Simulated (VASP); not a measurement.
# CaO in VASP: notebook, part 2 of 2

VASP 6.6.1. The steps go on from the part before.

**3. Single point, PBE**

File INCAR:

```
PREC = Accurate
ENCUT = 520
EDIFF = 1E-6
ISMEAR = -1
SIGMA = 0.05
LREAL = Auto
LASPH = T
NELM = 80
ALGO = Normal
ISIF = 2
LWAVE = F
LCHARG = F
GGA = PE
NBANDS = 78
```

File KPOINTS:

```
Automatic mesh
0
Gamma
  2 2 1
```

File POSCAR:

```
CaO
1.0
    6.9395460000      0.0000000000      0.0000000000
    3.4697730000      6.0098230000      0.0000000000
    0.0000000000      0.0000000000     17.2495870000
Ca O
8 8
Direct
    0.0000000000      0.0000000000      0.0579724025
    0.0000029021      0.4999980865      0.0579724025
    0.5000038907      0.0000000000      0.0579724025
    0.5000067929      0.4999980865      0.0579724025
    0.6600349888      0.6378390844      0.2244633451
    0.6125646266      0.1688236076      0.2665571066
    0.1677878588      0.6627316645      0.2146370229
    0.1502453888      0.1467430904      0.2069324906
    0.3416216095      0.8108891061      0.1102635095
    0.3191548152      0.3306586567      0.0750510722
    0.8199728988      0.8189758667     -0.0217570426
    0.8405771888      0.3501600630      0.0901123024
    1.0101244477      0.4699140058      0.2332867448
    0.9299272124      0.0196345217      0.2229154820
    0.4569922140      0.5201151515      0.2822676276
    0.5107395204      0.9870673396      0.1983931557
```

Potentials or basis: VASP PAW PBE potentials, release 64 (Ca_sv, O).

The run is started by

```bash
$ cat potpaw_PBE.64/Ca_sv/POTCAR potpaw_PBE.64/O/POTCAR > POTCAR
$ mpirun -np 1 vasp_std > vasp.out
```

OUTCAR:

```text
PREC = Accurate
   ENCUT = 520
   EDIFF = 1E-6
   ISMEAR = -1
   LREAL = Auto
   LASPH = T
   NELM = 80
   ISIF = 2
   GGA = PE

 ion  position               nearest neighbor table
   1  0.000  0.000  0.058-  12 2.18   9 2.25  11 2.57   8 3.13
   2  0.000  0.500  0.058-  12 1.94  10 1.94  11 2.36
   3  0.500  0.000  0.058-  10 2.01   9 2.28  11 2.37  16 2.42
   4  0.500  0.500  0.058-   9 2.07  12 2.13  10 2.13
   5  0.660  0.638  0.224-  13 2.11  16 2.15  15 2.19
   6  0.613  0.169  0.267-  14 2.05  16 2.09  15 2.13
   7  0.168  0.663  0.215-  15 2.09  13 2.13  14 2.19
   8  0.150  0.147  0.207-  13 2.00  14 2.13  16 2.18   1 3.13
   9  0.342  0.811  0.110-   4 2.07   1 2.25   3 2.28
  10  0.319  0.331  0.075-   2 1.94   3 2.01   4 2.13
  11  0.820  0.819  0.978-   2 2.36   3 2.37   1 2.57
  12  0.841  0.350  0.090-   2 1.94   4 2.13   1 2.18
  13  0.010  0.470  0.233-   8 2.00   5 2.11   7 2.13
  14  0.930  0.020  0.223-   6 2.05   8 2.13   7 2.19
  15  0.457  0.520  0.282-   7 2.09   6 2.13   5 2.19
  16  0.511  0.987  0.198-   6 2.09   5 2.15   8 2.18   3 2.42

  LATTYP: Found a hexagonal cell.
 ALAT       =     6.9395458902
 C/A-ratio  =     2.4856939161

  Lattice vectors:

 A1 = (  -3.4697730000,  -6.0098230000,   0.0000000000)
 A2 = (   6.9395460000,   0.0000000000,   0.0000000000)
 A3 = (   0.0000000000,   0.0000000000,  17.2495870000)

Analysis of symmetry for initial positions (statically):
=====================================================================
 Subroutine PRICEL returns:
 Original cell was already a primitive cell.

 Routine SETGRP: Setting up the symmetry group for a
 hexagonal supercell.

 Subroutine GETGRP returns: Found  1 space group operations
 (whereof  1 operations were pure point group operations)
 out of a pool of 24 trial point group operations.

The static configuration has the point symmetry C_1 .

Analysis of symmetry for dynamics (positions and initial velocities):
[... 143 lines left out ...]
   GGA     = PE    functional components
   LHFCALC =     F    Hartree Fock is set to
   AEXX    =    0.0000 exact exchange contribution
   IVDW    =     0    specifies the selected vdW correction
   LEPSILON=     F    determine dielectric tensor
   LRPA    =     F    only Hartree local field effects (RPA)
 non-spin polarized calculation
  energy-cutoff  :      520.00
  volume of cell :      719.40
 maximum number of plane-waves:     19374
 NGX is ok and might be reduce to    54
   NGX = 25   NGY = 25   NGZ = 65

 number of electron     127.9999998 magnetization

 Free energy of the ion-electron system (eV)
  ---------------------------------------------------
  ext. energy  EPLUGINS =         0.00000000
  ---------------------------------------------------
  free energy    TOTEN  =       -90.31270336 eV

  energy without entropy =      -90.31269047  energy(sigma->0) =      -90.31269691

 E-fermi :  -1.3699     XC(G=0):  -4.1157

 val. band max:       -1.9171694980   @ k =   0.0000   0.0000   0.0000
 cond. band min:      -0.8319594520   @ k =   0.0000   0.0000   0.0000
 fundamental gap:      1.0852100460
 Fermi energy:        -1.3698668488

 k-point     1 :       0.0000    0.0000    0.0000
  band No.  band energies     occupation
      1     -42.0732      2.00000
      2     -41.2994      2.00000
      3     -40.7803      2.00000
      4     -40.2650      2.00000
      5     -39.5805      2.00000
      6     -39.4645      2.00000
[... 305 lines left out ...]
     75       2.9158      0.00000
     76       2.9576      0.00000
 [bands above 76 left out]

------------------------ aborting loop because EDIFF is reached ----------------------------------------

  FORCE on cell =-STRESS in cart. coord.  units (eV):
  Direction    XX          YY          ZZ          XY          YZ          ZX
  --------------------------------------------------------------------------------------
  -------------------------------------------------------------------------------------
  Total       29.2026845     25.6628786     -2.0677605      1.2201477     -0.3737978      1.9335574
  in kB       65.0372122     57.1537209     -4.6051033      2.7173874     -0.8324840      4.3062200
  external PRESSURE =      39.1952766 kB  Pullay stress =       0.0000000 kB

 VOLUME and BASIS-vectors are now :
 -----------------------------------------------------------------------------
  energy-cutoff  :      520.00
  volume of cell :      719.40
      direct lattice vectors                 reciprocal lattice vectors
     6.939546000  0.000000000  0.000000000     0.144101646 -0.083197126  0.000000000
     3.469773000  6.009823000  0.000000000     0.000000000  0.166394252  0.000000000
     0.000000000  0.000000000 17.249587000     0.000000000  0.000000000  0.057972402

 POSITION                                       TOTAL-FORCE (eV/Angst)
 -----------------------------------------------------------------------------------
      0.00000      0.00000      1.00000        -1.343961     -0.379184      0.116414
      1.73490      3.00490      1.00000        -0.112356      3.973919     -1.696864
      3.46980      0.00000      1.00000         0.856298     -2.129933      0.539702
      5.20470      3.00490      1.00000         0.117092     -0.688294     -1.001361
      6.79350      3.83330      3.87190        -0.502304     -0.101682      0.294183
      4.83670      1.01460      4.59800         0.108455      0.105558      1.200447
[... 8 lines left out ...]
      4.97600      3.12580      4.86900         0.560975      0.232519     -0.287948
      6.96920      5.93210      3.42220         0.379819     -0.161989     -0.386589
 -----------------------------------------------------------------------------------
    total drift:                               -0.003447     -0.001285     -0.005390

  FREE ENERGIE OF THE ION-ELECTRON SYSTEM (eV)
  ---------------------------------------------------
  free  energy   TOTEN  =       -90.3127033560 eV

  energy  without entropy=      -90.3126904671  energy(sigma->0) =      -90.31269691
```

OSZICAR:

```text
N       E                     dE             d eps       ncg     rms          rms(c)
DAV:   1     0.138664356920E+04    0.13866E+04   -0.61880E+04   752   0.141E+03
DAV:   2     0.492865460199E+02   -0.13374E+04   -0.13063E+04   824   0.414E+02
DAV:   3    -0.107278173370E+03   -0.15656E+03   -0.15539E+03   800   0.125E+02
[... 18 lines left out ...]
DAV:  22    -0.903126506617E+02   -0.96834E-04   -0.10681E-05   616   0.848E-03    0.227E-03
DAV:  23    -0.903126959063E+02   -0.45245E-04   -0.45476E-06   538   0.528E-03    0.118E-03
DAV:  24    -0.903127007549E+02   -0.48485E-05   -0.39964E-07   464   0.243E-03    0.562E-04
DAV:  25    -0.903127028685E+02   -0.21136E-05   -0.30425E-07   442   0.173E-03    0.421E-04
DAV:  26    -0.903127033560E+02   -0.48747E-06   -0.10338E-07   448   0.114E-03
   1 F= -.90312703E+02 E0= -.90312697E+02  d E =-.128889E-04
```

Wall time 6.6 min (1 thread of AMD EPYC 9R45 (Zen 5), shared host); peak memory 0.74 GiB.

What came out:

| Quantity | Value |
| --- | --- |
| Free energy | -90.3127 eV |
| Largest force | 4.322 eV/Å |
| Band gap on the k mesh | 1.09 eV |

Forces in eV/Å, atoms in the order of the input:
```
Ca  -1.344 -0.379  0.116
Ca  -0.112  3.974 -1.697
Ca   0.856 -2.130  0.540
Ca   0.117 -0.688 -1.001
Ca  -0.502 -0.102  0.294
Ca   0.108  0.106  1.200
Ca  -0.218  0.285  0.649
Ca   0.055 -1.090 -0.099
O   -1.398  0.377 -1.127
O    2.186  0.180  0.112
O    0.575  0.569  2.332
O   -2.287 -1.967  0.178
O    0.486  1.596  0.023
O    0.536 -0.802 -0.847
O    0.561  0.233 -0.288
O    0.380 -0.162 -0.387
```

Caveat: the k points lie up to 0.52 Å⁻¹ apart; there is no dipole correction, which matters where the two faces differ.
